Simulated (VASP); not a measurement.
# KF (Fm-3m) in VASP: single point with PBE

Aim: the single point of KF with PBE.

Everything below comes from runs of VASP 6.6.1. Logs are shortened: lines on timing, memory, paths and dates and some standing lists are left out, and cuts for length are marked.

**1. The cell of the first run**

Symmetry: Fm-3m, No. 225, cubic system. The conventional cell has a = 5.318 Å, b = 5.318 Å, c = 5.318 Å, α = 90.00°, β = 90.00°, γ = 90.00°. Within 3.5 Å of K (site symmetry m-3m) lie 6 F at 2.66 Å. F (site symmetry m-3m) has 6 K at 2.66 Å within 3.5 Å.

**2. Single point, PBE**

The input, INCAR:

```
SYSTEM = KF
ALGO = Normal ; EDIFF = 1E-6
ENCUT = 600 ; GGA = PE
GGA_COMPAT = .False. ; ISIF = 2
ISMEAR = 0 ; LASPH = .True.
LCHARG = .False. ; LREAL = .False.
LWAVE = .False. ; NBANDS = 15
NELM = 120 ; PREC = Accurate
SIGMA = 0.01
```

The input, KPOINTS:

```
k-points
0
Gamma
  6 6 6
  0 0 0
```

The input, POSCAR:

```
KF
1.0
    0.0000000000      2.6589566634      2.6589566634
    2.6589566634      0.0000000000      2.6589566634
    2.6589566634      2.6589566634      0.0000000000
K F
1 1
Direct
    0.0000000000      0.0000000000      0.0000000000
    0.5000000000      0.5000000000      0.5000000000
```

Potentials or basis: VASP PAW PBE potentials, release 64 (K_sv, F).

Run with:

```
$ cat potpaw_PBE.64/K_sv/POTCAR potpaw_PBE.64/F/POTCAR > POTCAR
$ mpirun -np 1 vasp_std > vasp.out
```

OUTCAR:

```text
SYSTEM = KF
   EDIFF = 1E-6
   ENCUT = 600
   GGA = PE
   ISIF = 2
   ISMEAR = 0
   LASPH = .True.
   LREAL = .False.
   NELM = 120
   PREC = Accurate

 ion  position               nearest neighbor table
   1  0.000  0.000  0.000-   2 2.66   2 2.66   2 2.66   2 2.66   2 2.66   2 2.66
   2  0.500  0.500  0.500-   1 2.66   1 2.66   1 2.66   1 2.66   1 2.66   1 2.66

  LATTYP: Found a face centered cubic cell.
 ALAT       =     5.3179133268

  Lattice vectors:

 A1 = (   0.0000000000,   2.6589566634,   2.6589566634)
 A2 = (   2.6589566634,   0.0000000000,   2.6589566634)
 A3 = (   2.6589566634,   2.6589566634,   0.0000000000)

Analysis of symmetry for initial positions (statically):
=====================================================================
 Subroutine PRICEL returns:
 Original cell was already a primitive cell.

 Routine SETGRP: Setting up the symmetry group for a
 face centered cubic supercell.

 Subroutine GETGRP returns: Found 48 space group operations
 (whereof 48 operations were pure point group operations)
 out of a pool of 48 trial point group operations.

The static configuration has the point symmetry O_h .

Analysis of symmetry for dynamics (positions and initial velocities):
=====================================================================
 Subroutine PRICEL returns:
 Original cell was already a primitive cell.

 Routine SETGRP: Setting up the symmetry group for a
 face centered cubic supercell.

 Subroutine GETGRP returns: Found 48 space group operations
 (whereof 48 operations were pure point group operations)
 out of a pool of 48 trial point group operations.

The dynamic configuration has the point symmetry O_h .

 Subroutine INISYM returns: Found 48 space group operations
 (whereof 48 operations are pure point group operations),
 and found     1 'primitive' translations

----------------------------------------------------------------------------------------

                                     Primitive cell

  volume of cell :      37.5979

  direct lattice vectors                    reciprocal lattice vectors
     0.000000000  2.658956663  2.658956663    -0.188043682  0.188043682  0.188043682
     2.658956663  0.000000000  2.658956663     0.188043682 -0.188043682  0.188043682
     2.658956663  2.658956663  0.000000000     0.188043682  0.188043682 -0.188043682

  length of vectors
     3.760332575  3.760332575  3.760332575     0.325701210  0.325701210  0.325701210

  position of ions in fractional coordinates (direct lattice)
     0.000000000  0.000000000  0.000000000
     0.500000000  0.500000000  0.500000000

  ion indices of the primitive-cell ions
   primitive index   ion index
                 1           1
                 2           2

----------------------------------------------------------------------------------------

 KPOINTS: k-points

Automatic generation of k-mesh.
 Grid dimensions read from file:
 generate k-points for:    6    6    6

 Generating k-lattice:

  Cartesian coordinates                     Fractional coordinates (reciprocal lattice)
    -0.031340614  0.031340614  0.031340614     0.166666667  0.000000000  0.000000000
     0.031340614 -0.031340614  0.031340614     0.000000000  0.166666667  0.000000000
     0.031340614  0.031340614 -0.031340614     0.000000000  0.000000000  0.166666667

  Length of vectors
     0.054283535  0.054283535  0.054283535

  Shift w.r.t. Gamma in fractional coordinates (k-lattice)
     0.000000000  0.000000000  0.000000000

 Subroutine IBZKPT returns following result:
 ===========================================

 Found     16 irreducible k-points:

 Following reciprocal coordinates:
            Coordinates               Weight
  0.000000  0.000000  0.000000      1.000000
  0.166667  0.000000  0.000000      8.000000
  0.333333  0.000000  0.000000      8.000000
  0.500000  0.000000  0.000000      4.000000
  0.166667  0.166667  0.000000      6.000000
  0.333333  0.166667  0.000000     24.000000
[... 8 lines left out ...]
 -0.333333  0.333333  0.166667     24.000000
 -0.333333  0.500000  0.166667     12.000000
   k-points           NKPTS =     16   k-points in BZ     NKDIM =     16   number of bands    NBANDS=     15
   number of dos      NEDOS =    301   number of ions     NIONS =      2
   total plane-waves  NPLWV =  27000
   dimension x,y,z NGX =    30 NGY =   30 NGZ =   30
   dimension x,y,z NGXF=    60 NGYF=   60 NGZF=   60
   ions per type =               1   1
   NGX,Y,Z   is equivalent  to a cutoff of  13.26, 13.26, 13.26 a.u.
   NGXF,Y,Z  is equivalent  to a cutoff of  26.53, 26.53, 26.53 a.u.
 SYSTEM =  KF
   PREC   = accura    normal or accurate (medium, high low for compatibility)
   ISTART =      0    job   : 0-new  1-cont  2-samecut
   ICHARG =      2    charge: 1-file 2-atom 10-const
   ISPIN  =      1    spin polarized calculation?
   LNONCOLLINEAR =      F non collinear calculations
   LSORBIT =      F    spin-orbit coupling
   LASPH  =      T    aspherical Exc in radial PAW
   ENCUT  =  600.0 eV  44.10 Ry    6.64 a.u.   7.51  7.51  7.51*2*pi/ulx,y,z
   NELM   =    120;   NELMIN=  2; NELMDL= -5     # of ELM steps
   EDIFF  = 0.1E-05   stopping-criterion for ELM
   LREAL  =      F    real-space projection
[... 7 lines left out ...]
   TEBEG  =    0.0;   TEEND  =   0.0 temperature during run
   PSTRESS=    0.0 pullay stress
   NELECT =      16.0000    total number of electrons
   NUPDOWN=      -1.0000    fix difference up-down
   EMIN   =  10.00;   EMAX   =-10.00  energy-range for DOS
   EFERMI =   0.00;   METHOD = LEGACY
   ISMEAR =     0;   SIGMA  =   0.01  broadening in eV -4-tet -1-fermi 0-gaus
   EFERMI_NEDOS =   21; number of points for ismear=-14 and -15
   IALGO  =     38    algorithm
   IMIX   =      4    mixing-type and parameters
     AMIX     =   0.40;   BMIX     =  1.00
     AMIX_MAG =   1.60;   BMIX_MAG =  1.00
  volume/ion in A,a.u.               =      18.80       126.86
  Fermi-wavevector in a.u.,A,eV,Ry     =   1.231384  2.326979 20.630609  1.516307
  Thomas-Fermi vector in A             =   2.366196
   LORBIT       =      0    0 simple, 1 ext, 2 COOP (PROOUT), +10 PAW based schemes
   GGA     = PE    functional components
   LHFCALC =     F    Hartree Fock is set to
   AEXX    =    0.0000 exact exchange contribution
   IVDW    =     0    specifies the selected vdW correction
   LEPSILON=     F    determine dielectric tensor
   LRPA    =     F    only Hartree local field effects (RPA)
 non-spin polarized calculation
 Gauss-broadening in eV      SIGMA  =   0.01
  energy-cutoff  :      600.00
  volume of cell :       37.60
 maximum number of plane-waves:      1278
   NGX = 15   NGY = 15   NGZ = 15

 number of electron      16.0000001 magnetization

 Free energy of the ion-electron system (eV)
  ---------------------------------------------------
  ext. energy  EPLUGINS =         0.00000000
  ---------------------------------------------------
  free energy    TOTEN  =        -8.28546746 eV

  energy without entropy =       -8.28546746  energy(sigma->0) =       -8.28546746

 E-fermi :  -2.6430     XC(G=0):  -8.4697

 val. band max:       -2.7671814816   @ k =   0.0000   0.0000   0.0000
 cond. band min:       3.4767937982   @ k =   0.0000   0.0000   0.0000
 fundamental gap:      6.2439752798
 Fermi energy:        -2.6429629301

 k-point     1 :       0.0000    0.0000    0.0000
  band No.  band energies     occupation
      1     -28.8630      2.00000
      2     -21.4321      2.00000
      3     -12.1031      2.00000
      4     -12.1031      2.00000
      5     -12.1031      2.00000
      6      -2.7672      2.00000
      7      -2.7672      2.00000
      8      -2.7672      2.00000
      9       3.4768      0.00000
     10       7.9542      0.00000
     11       7.9542      0.00000
     12       7.9542      0.00000
     13       9.6456      0.00000
     14       9.6456      0.00000
     15      14.2699      0.00000

 k-point     2 :       0.1667    0.0000    0.0000
  band No.  band energies     occupation
      1     -28.8380      2.00000
      2     -21.4556      2.00000
      3     -12.1747      2.00000
      4     -12.1126      2.00000
      5     -12.1126      2.00000
      6      -3.0046      2.00000
      7      -2.8600      2.00000
      8      -2.8600      2.00000
      9       4.2286      0.00000
     10       7.5729      0.00000
     11       8.3206      0.00000
     12       8.3206      0.00000
     13       9.9098      0.00000
     14       9.9098      0.00000
     15      15.4931      0.00000

 k-point     3 :       0.3333    0.0000    0.0000
  band No.  band energies     occupation
      1     -28.7872      2.00000
      2     -21.5031      2.00000
      3     -12.3159      2.00000
      4     -12.1313      2.00000
      5     -12.1313      2.00000
      6      -3.4020      2.00000
      7      -3.0393      2.00000
      8      -3.0393      2.00000
      9       5.7844      0.00000
     10       7.3814      0.00000
     11       9.0549      0.00000
     12       9.0549      0.00000
     13      10.7534      0.00000
     14      10.7534      0.00000
     15      15.1546      0.00000
[... 199 lines left out ...]
 k-point    15 :      -0.3333    0.3333    0.1667
  band No.  band energies     occupation
      1     -28.7428      2.00000
      2     -21.4904      2.00000
      3     -12.4693      2.00000
      4     -12.4191      2.00000
      5     -12.1874      2.00000
      6      -3.2539      2.00000
      7      -2.9987      2.00000
      8      -2.9769      2.00000
      9       6.8537      0.00000
     10       7.1933      0.00000
     11       8.7551      0.00000
     12      10.5168      0.00000
     13      11.1385      0.00000
     14      12.3807      0.00000
     15      12.8726      0.00000

 k-point    16 :      -0.3333    0.5000    0.1667
  band No.  band energies     occupation
      1     -28.7373      2.00000
      2     -21.4715      2.00000
      3     -12.5971      2.00000
      4     -12.4159      2.00000
      5     -12.2256      2.00000
      6      -3.0936      2.00000
      7      -2.9563      2.00000
      8      -2.8834      2.00000
      9       6.2070      0.00000
     10       7.9298      0.00000
     11       8.2594      0.00000
     12      10.8526      0.00000
     13      11.5600      0.00000
     14      12.4491      0.00000
     15      12.6875      0.00000

------------------------ aborting loop because EDIFF is reached ----------------------------------------

  FORCE on cell =-STRESS in cart. coord.  units (eV):
  Direction    XX          YY          ZZ          XY          YZ          ZX
  --------------------------------------------------------------------------------------
  -------------------------------------------------------------------------------------
  Total        0.4534431      0.4534431      0.4534431      0.0000000      0.0000000      0.0000000
  in kB       19.3227806     19.3227806     19.3227806      0.0000000      0.0000000      0.0000000
  external PRESSURE =      19.3227806 kB  Pullay stress =       0.0000000 kB

 VOLUME and BASIS-vectors are now :
 -----------------------------------------------------------------------------
  energy-cutoff  :      600.00
  volume of cell :       37.60
      direct lattice vectors                 reciprocal lattice vectors
     0.000000000  2.658956663  2.658956663    -0.188043682  0.188043682  0.188043682
     2.658956663  0.000000000  2.658956663     0.188043682 -0.188043682  0.188043682
     2.658956663  2.658956663  0.000000000     0.188043682  0.188043682 -0.188043682

 POSITION                                       TOTAL-FORCE (eV/Angst)
 -----------------------------------------------------------------------------------
      0.00000      0.00000      0.00000         0.000000     -0.000000      0.000000
      2.65896      2.65896      2.65896        -0.000000      0.000000     -0.000000
 -----------------------------------------------------------------------------------
    total drift:                                0.000000      0.000000      0.000000

  FREE ENERGIE OF THE ION-ELECTRON SYSTEM (eV)
  ---------------------------------------------------
  free  energy   TOTEN  =        -8.2854674601 eV

  energy  without entropy=       -8.2854674601  energy(sigma->0) =       -8.28546746
```

Run time: 8.6 s. Hardware: 1 thread of AMD EPYC 7R13 (Zen 3), shared host; peak memory 0.14 GiB.

Results:

```
Free energy            : -8.2855 eV
Pressure               : 1.9 GPa
Band gap on the k mesh : 6.24 eV
```
